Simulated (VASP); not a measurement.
Write the native input for VASP 6.6.1 that does the following.

```
Task                   : single point
Functional             : LDA
Potentials or basis    : VASP PAW LDA potentials, release 64 (Zn, S)
Cutoff                 : 520 eV
k mesh                 : 8 × 8 × 8
Occupations            : gaussian, width 0.01 eV
Spin                   : no spin polarisation
Dipole correction      : no
Further INCAR settings : ALGO = Normal; EDIFF = 1e-06; NBANDS = 16
```

The structure of ZnS lies in POSCAR:

```
ZnS
1.0
    0.0000000000      2.6352267808      2.6352267808
    2.6352267808      0.0000000000      2.6352267808
    2.6352267808      2.6352267808      0.0000000000
Zn S
1 1
Direct
    0.7500000000      0.7500000000      0.7500000000
    0.0000000000      0.0000000000      0.0000000000
```

The input as run:

INCAR

```
SYSTEM = ZnS
ALGO = Normal
EDIFF = 1E-6
ENCUT = 520
ISIF = 2
ISMEAR = 0
LASPH = .True.
LCHARG = .False.
LREAL = .False.
LWAVE = .False.
NBANDS = 16
NELM = 80
PREC = Accurate
SIGMA = 0.01
```

KPOINTS

```
k-points
0
Gamma
  8 8 8
  0 0 0
```

Potentials or basis: VASP PAW LDA potentials, release 64 (Zn, S).

The run is started by

```bash
$ cat potpaw_LDA.64/Zn/POTCAR potpaw_LDA.64/S/POTCAR > POTCAR
$ mpirun -np 1 vasp_std > vasp.out
```

It gave:

```yaml
Pressure: 1.6 GPa
Band_gap_on_the_k_mesh: 2.23 eV, direct
```

It took 9.1 s on 1 thread of AMD EPYC 9R45 96-Core Processor (Zen 5) (shared host), peak memory 0.11 GiB.
